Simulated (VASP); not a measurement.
# KCl (Pm-3m) in VASP: a series of runs, part 2 of 2

VASP 6.6.1. The steps go on from the part before.

### 4 Electric field gradients, PBEsol

This run uses another cell than the first one, of 24.00 Å³/atom, 1.064 times its volume.

File INCAR:

```
ALGO = Normal
EDIFF = 1E-8
ENCUT = 520
GGA = PS
ISIF = 2
ISMEAR = -1
LASPH = True
LCHARG = False
LEFG = True
LREAL = False
LWAVE = False
NBANDS = 15
NELM = 100
PREC = Accurate
SIGMA = 0.02
```

File KPOINTS:

```
k-points
0
Gamma
  7 7 7
```

File POSCAR:

```
KCl
1.0
    3.6340000000      0.0000000000      0.0000000000
    0.0000000000      3.6340000000      0.0000000000
    0.0000000000      0.0000000000      3.6340000000
K Cl
1 1
Direct
    0.0000000000      0.0000000000      0.0000000000
    0.5000000000      0.5000000000      0.5000000000
```

Potentials or basis: VASP PAW PBE potentials, release 64 (K_sv, Cl).

Command:

```
> cat potpaw_PBE.64/K_sv/POTCAR potpaw_PBE.64/Cl/POTCAR > POTCAR
> mpirun -np 1 vasp_std > vasp.out
```

OUTCAR:

```text
EDIFF = 1E-8
   ENCUT = 520
   GGA = PS
   ISIF = 2
   ISMEAR = -1
   LASPH = True
   LREAL = False
   NELM = 100
   PREC = Accurate

 ion  position               nearest neighbor table
   1  0.000  0.000  0.000-   2 3.15   2 3.15   2 3.15   2 3.15   2 3.15   2 3.15   2 3.15   2 3.15

   2  0.500  0.500  0.500-   1 3.15   1 3.15   1 3.15   1 3.15   1 3.15   1 3.15   1 3.15   1 3.15

  LATTYP: Found a simple cubic cell.
 ALAT       =     3.6340000000

  Lattice vectors:

 A1 = (   3.6340000000,   0.0000000000,   0.0000000000)
 A2 = (   0.0000000000,   3.6340000000,   0.0000000000)
 A3 = (   0.0000000000,   0.0000000000,   3.6340000000)

Analysis of symmetry for initial positions (statically):
=====================================================================
 Subroutine PRICEL returns:
 Original cell was already a primitive cell.

 Routine SETGRP: Setting up the symmetry group for a
 simple cubic supercell.

 Subroutine GETGRP returns: Found 48 space group operations
 (whereof 48 operations were pure point group operations)
 out of a pool of 48 trial point group operations.

The static configuration has the point symmetry O_h .

Analysis of symmetry for dynamics (positions and initial velocities):
=====================================================================
 Subroutine PRICEL returns:
 Original cell was already a primitive cell.

 Routine SETGRP: Setting up the symmetry group for a
 simple cubic supercell.

 Subroutine GETGRP returns: Found 48 space group operations
 (whereof 48 operations were pure point group operations)
 out of a pool of 48 trial point group operations.

[... 498 lines left out ...]
      5     -11.3352      2.00000
      6      -1.7207      2.00000
      7      -1.7207      2.00000
      8      -1.6514      2.00000
      9       8.6666      0.00000
     10       9.0228      0.00000
     11       9.0228      0.00000
     12      10.5441      0.00000
     13      10.5992      0.00000
     14      10.5992      0.00000
     15      13.2099      0.00000

------------------------ aborting loop because EDIFF is reached ----------------------------------------

  FORCE on cell =-STRESS in cart. coord.  units (eV):
  Direction    XX          YY          ZZ          XY          YZ          ZX
  --------------------------------------------------------------------------------------
  -------------------------------------------------------------------------------------
  Total        0.7114490      0.7114490      0.7114490     -0.0000000      0.0000000     -0.0000000
  in kB       23.7519661     23.7519661     23.7519661     -0.0000000      0.0000000     -0.0000000
  external PRESSURE =      23.7519661 kB  Pullay stress =       0.0000000 kB

 VOLUME and BASIS-vectors are now :
 -----------------------------------------------------------------------------
  energy-cutoff  :      520.00
  volume of cell :       47.99
      direct lattice vectors                 reciprocal lattice vectors
     3.634000000  0.000000000  0.000000000     0.275178866  0.000000000  0.000000000
     0.000000000  3.634000000  0.000000000     0.000000000  0.275178866  0.000000000
     0.000000000  0.000000000  3.634000000     0.000000000  0.000000000  0.275178866

 POSITION                                       TOTAL-FORCE (eV/Angst)
 -----------------------------------------------------------------------------------
      0.00000      0.00000      0.00000         0.000000      0.000000      0.000000
      1.81700      1.81700      1.81700         0.000000      0.000000      0.000000
 -----------------------------------------------------------------------------------
    total drift:                               -0.000000      0.000000      0.000000

  FREE ENERGIE OF THE ION-ELECTRON SYSTEM (eV)
  ---------------------------------------------------
  free  energy   TOTEN  =        -6.8844362381 eV

  energy  without entropy=       -6.8844362381  energy(sigma->0) =       -6.88443624

 Electric field gradients (V/A^2)
---------------------------------------------------------------------
 ion       V_xx      V_yy      V_zz      V_xy      V_xz      V_yz
---------------------------------------------------------------------
   1       0.000     0.000    -0.000    -0.000     0.000    -0.000
   2       0.000     0.000     0.000    -0.000    -0.000    -0.000
---------------------------------------------------------------------

 Electric field gradients after diagonalization (V/A^2)
 (convention: |V_zz| > |V_xx| > |V_yy|)
----------------------------------------------------------------------
 ion       V_xx      V_yy      V_zz     asymmetry (V_yy - V_xx)/ V_zz
----------------------------------------------------------------------
   1       0.000     0.000    -0.000       0.077
   2       0.000     0.000     0.000      -0.691
----------------------------------------------------------------------

           NMR quadrupolar parameters

 Cq : quadrupolar parameter    Cq=e*Q*V_zz/h
 eta: asymmetry parameters     (V_yy - V_xx)/ V_zz
 Q  : nuclear electric quadrupole moment in mb (millibarn)
----------------------------------------------------------------------
 ion       Cq(MHz)       eta       Q (mb)
----------------------------------------------------------------------
   1      -0.000       0.077       1.000
   2       0.000      -0.691       1.000
----------------------------------------------------------------------
```

OSZICAR:

```text
N       E                     dE             d eps       ncg     rms          rms(c)
DAV:   1     0.104906528441E+03    0.10491E+03   -0.74973E+03   600   0.992E+02
DAV:   2    -0.163578438422E+01   -0.10654E+03   -0.97452E+02   769   0.252E+02
DAV:   3    -0.696139866981E+01   -0.53256E+01   -0.52935E+01   852   0.494E+01
DAV:   4    -0.712927108287E+01   -0.16787E+00   -0.16784E+00   851   0.866E+00
DAV:   5    -0.713042548582E+01   -0.11544E-02   -0.11544E-02   866   0.820E-01    0.363E+00
DAV:   6    -0.691232105651E+01    0.21810E+00   -0.21442E-01   733   0.330E+00    0.306E+00
DAV:   7    -0.688365898970E+01    0.28662E-01   -0.71153E-02   803   0.197E+00    0.174E+00
DAV:   8    -0.688436540368E+01   -0.70641E-03   -0.15429E-02   813   0.973E-01    0.238E-01
DAV:   9    -0.688429725078E+01    0.68153E-04   -0.51951E-04   804   0.155E-01    0.924E-02
DAV:  10    -0.688443886643E+01   -0.14162E-03   -0.19521E-04   685   0.112E-01    0.307E-02
DAV:  11    -0.688443529611E+01    0.35703E-05   -0.13794E-05   817   0.292E-02    0.107E-02
DAV:  12    -0.688443640045E+01   -0.11043E-05   -0.75924E-07   658   0.708E-03    0.236E-03
DAV:  13    -0.688443627507E+01    0.12538E-06   -0.61902E-08   803   0.202E-03    0.381E-04
DAV:  14    -0.688443622063E+01    0.54442E-07   -0.43658E-09   587   0.597E-04    0.860E-05
DAV:  15    -0.688443623819E+01   -0.17558E-07   -0.10608E-09   440   0.252E-04    0.812E-05
DAV:  16    -0.688443623810E+01    0.84583E-10   -0.38502E-10   356   0.123E-04
   1 F= -.68844362E+01 E0= -.68844362E+01  d E =-.874365E-13
```

stdout:

```text
POSCAR found type information on POSCAR K Cl
 POSCAR found :  2 types and       2 ions
 scaLAPACK will be used
 -----------------------------------------------------------------------------
|                                                                             |
|                                                                             |
|     You enforced a specific xc type in the INCAR file but a different       |
|     I HOPE YOU KNOW WHAT YOU ARE DOING!                                     |
|                                                                             |
 -----------------------------------------------------------------------------

 LDA part: xc-table for (Slater+PW92), standard interpolation
 POSCAR, INCAR and KPOINTS ok, starting setup
 FFT: planning ... GRIDC
 FFT: planning ... GRID_SOFT
 FFT: planning ... GRID
 WAVECAR not read
 entering main loop
ion   1

ion   2
```

Run time: 14 s. Hardware: 1 thread of Intel Xeon Platinum 8259CL at 2.50GHz (Skylake/Cascade Lake), shared host; peak memory 0.16 GiB.

What came out:

- Free energy: -6.8844 eV
- Pressure: 2.4 GPa
- Band gap on the k mesh: 5.40 eV, indirect (least direct gap 5.60 eV)

Levels at points of the mesh, in eV from the valence-band top:
| k point | band 5 | band 6 | band 7 | band 8 | band 9 | band 10 | band 11 | band 12 |
| --- | --- | --- | --- | --- | --- | --- | --- | --- |
| (0.00, 0.00, 0.00) | -11.03 | -0.21 | -0.21 | -0.21 | 5.40 | 6.25 | 6.25 | 11.07 |

Caveat: without QUAD_EFG the Cq values of the log hold for a quadrupole moment of 1 mb, not for the nuclei; the PAW data sets were made with another functional, which shifts forces and pressure a little. A k mesh can miss the band edges.

### 5 Electric field gradients, PBEsol

This run uses another cell than the first one, of 24.00 Å³/atom, 1.064 times its volume.

File INCAR:

```
SYSTEM = KCl
ALGO = Normal ; EDIFF = 1E-8
ENCUT = 520 ; GGA = PS
ISIF = 2 ; ISMEAR = -1
LASPH = .TRUE. ; LCHARG = .FALSE.
LEFG = .TRUE. ; LREAL = .FALSE.
LWAVE = .FALSE. ; NBANDS = 15
NELM = 100 ; PREC = Accurate
SIGMA = 0.02
```

File KPOINTS:

```
k-points
0
G
  7 7 7
  0 0 0
```

POSCAR is that of step 4.

Potentials or basis: VASP PAW PBE potentials, release 64 (K_sv, Cl).

Command:

```
> cat potpaw_PBE.64/K_sv/POTCAR potpaw_PBE.64/Cl/POTCAR > POTCAR
> mpirun -np 1 vasp_std > vasp.out
```

OUTCAR:

```text
SYSTEM = KCl
   EDIFF = 1E-8
   ENCUT = 520
   GGA = PS
   ISIF = 2
   ISMEAR = -1
   LASPH = .TRUE.
   LREAL = .FALSE.
   NELM = 100
   PREC = Accurate

 ion  position               nearest neighbor table
   1  0.000  0.000  0.000-   2 3.15   2 3.15   2 3.15   2 3.15   2 3.15   2 3.15   2 3.15   2 3.15

   2  0.500  0.500  0.500-   1 3.15   1 3.15   1 3.15   1 3.15   1 3.15   1 3.15   1 3.15   1 3.15

  LATTYP: Found a simple cubic cell.
 ALAT       =     3.6340000000

  Lattice vectors:

 A1 = (   3.6340000000,   0.0000000000,   0.0000000000)
 A2 = (   0.0000000000,   3.6340000000,   0.0000000000)
 A3 = (   0.0000000000,   0.0000000000,   3.6340000000)

Analysis of symmetry for initial positions (statically):
=====================================================================
 Subroutine PRICEL returns:
 Original cell was already a primitive cell.

 Routine SETGRP: Setting up the symmetry group for a
 simple cubic supercell.

 Subroutine GETGRP returns: Found 48 space group operations
[... 542 lines left out ...]
     3.634000000  0.000000000  0.000000000     0.275178866  0.000000000  0.000000000
     0.000000000  3.634000000  0.000000000     0.000000000  0.275178866  0.000000000
     0.000000000  0.000000000  3.634000000     0.000000000  0.000000000  0.275178866

 POSITION                                       TOTAL-FORCE (eV/Angst)
 -----------------------------------------------------------------------------------
      0.00000      0.00000      0.00000         0.000000      0.000000      0.000000
      1.81700      1.81700      1.81700         0.000000      0.000000      0.000000
 -----------------------------------------------------------------------------------
    total drift:                               -0.000000      0.000000      0.000000

  FREE ENERGIE OF THE ION-ELECTRON SYSTEM (eV)
  ---------------------------------------------------
  free  energy   TOTEN  =        -6.8844362381 eV

  energy  without entropy=       -6.8844362381  energy(sigma->0) =       -6.88443624

 Electric field gradients (V/A^2)
---------------------------------------------------------------------
 ion       V_xx      V_yy      V_zz      V_xy      V_xz      V_yz
---------------------------------------------------------------------
   1       0.000     0.000    -0.000    -0.000     0.000    -0.000
   2       0.000     0.000     0.000    -0.000    -0.000    -0.000
---------------------------------------------------------------------

 Electric field gradients after diagonalization (V/A^2)
 (convention: |V_zz| > |V_xx| > |V_yy|)
----------------------------------------------------------------------
 ion       V_xx      V_yy      V_zz     asymmetry (V_yy - V_xx)/ V_zz
----------------------------------------------------------------------
   1       0.000     0.000    -0.000       0.077
   2       0.000     0.000     0.000      -0.691
----------------------------------------------------------------------

           NMR quadrupolar parameters

 Cq : quadrupolar parameter    Cq=e*Q*V_zz/h
 eta: asymmetry parameters     (V_yy - V_xx)/ V_zz
 Q  : nuclear electric quadrupole moment in mb (millibarn)
----------------------------------------------------------------------
 ion       Cq(MHz)       eta       Q (mb)
----------------------------------------------------------------------
   1      -0.000       0.077       1.000
   2       0.000      -0.691       1.000
----------------------------------------------------------------------
```

OSZICAR:

```text
N       E                     dE             d eps       ncg     rms          rms(c)
DAV:   1     0.104906528441E+03    0.10491E+03   -0.74973E+03   600   0.992E+02
DAV:   2    -0.163578438422E+01   -0.10654E+03   -0.97452E+02   769   0.252E+02
DAV:   3    -0.696139866981E+01   -0.53256E+01   -0.52935E+01   852   0.494E+01
DAV:   4    -0.712927108287E+01   -0.16787E+00   -0.16784E+00   851   0.866E+00
DAV:   5    -0.713042548582E+01   -0.11544E-02   -0.11544E-02   866   0.820E-01    0.363E+00
DAV:   6    -0.691232105651E+01    0.21810E+00   -0.21442E-01   733   0.330E+00    0.306E+00
DAV:   7    -0.688365898970E+01    0.28662E-01   -0.71153E-02   803   0.197E+00    0.174E+00
DAV:   8    -0.688436540368E+01   -0.70641E-03   -0.15429E-02   813   0.973E-01    0.238E-01
DAV:   9    -0.688429725078E+01    0.68153E-04   -0.51951E-04   804   0.155E-01    0.924E-02
DAV:  10    -0.688443886643E+01   -0.14162E-03   -0.19521E-04   685   0.112E-01    0.307E-02
DAV:  11    -0.688443529611E+01    0.35703E-05   -0.13794E-05   817   0.292E-02    0.107E-02
DAV:  12    -0.688443640045E+01   -0.11043E-05   -0.75924E-07   658   0.708E-03    0.236E-03
DAV:  13    -0.688443627507E+01    0.12538E-06   -0.61902E-08   803   0.202E-03    0.381E-04
DAV:  14    -0.688443622063E+01    0.54442E-07   -0.43658E-09   587   0.597E-04    0.860E-05
DAV:  15    -0.688443623819E+01   -0.17558E-07   -0.10608E-09   440   0.252E-04    0.812E-05
DAV:  16    -0.688443623810E+01    0.84583E-10   -0.38502E-10   356   0.123E-04
   1 F= -.68844362E+01 E0= -.68844362E+01  d E =-.874365E-13
```

Wall time 16 s (1 thread of Intel Xeon Platinum 8259CL at 2.50GHz (Skylake/Cascade Lake), shared host); peak memory 0.16 GiB.

Results:

| Property | Result |
| --- | --- |
| Free energy | -6.8844 eV |
| Pressure | 2.4 GPa |
| Band gap on the k mesh | 5.40 eV, indirect (least direct gap 5.60 eV) |

Levels at points of the mesh, in eV from the valence-band top:
```
           k point  band 6  band 7  band 8  band 9  band 10  band 11
(0.00, 0.00, 0.00)   -0.21   -0.21   -0.21    5.40     6.25     6.25
```

Caveat: without QUAD_EFG the Cq values of the log hold for a quadrupole moment of 1 mb, not for the nuclei; the PAW data sets were made with another functional, which shifts forces and pressure a little. A hybrid or GW would open this gap; PBEsol tends to underestimate it.

### 6 The runs side by side

| cell | gap on the mesh (eV) | pressure (GPa) |
| --- | --- | --- |
| a = 3.560 Å, 2 atoms | 5.74 | 4.7 |
| a = 3.585 Å, 2 atoms | 5.62 | 3.9 |
| a = 3.634 Å, 2 atoms | 5.40 | 2.4 |

Alike in all rows: task electric field gradients; level PBEsol; potentials or basis VASP PAW PBE potentials, release 64 (K_sv, Cl); no spin polarisation; k mesh 7 × 7 × 7; cutoff (eV) 520; smearing fermi-dirac 0.02 eV.

Caveats: the PAW data sets were made with another functional, which shifts forces and pressure a little.

Absolute energies hang on the potentials; compare differences alone.
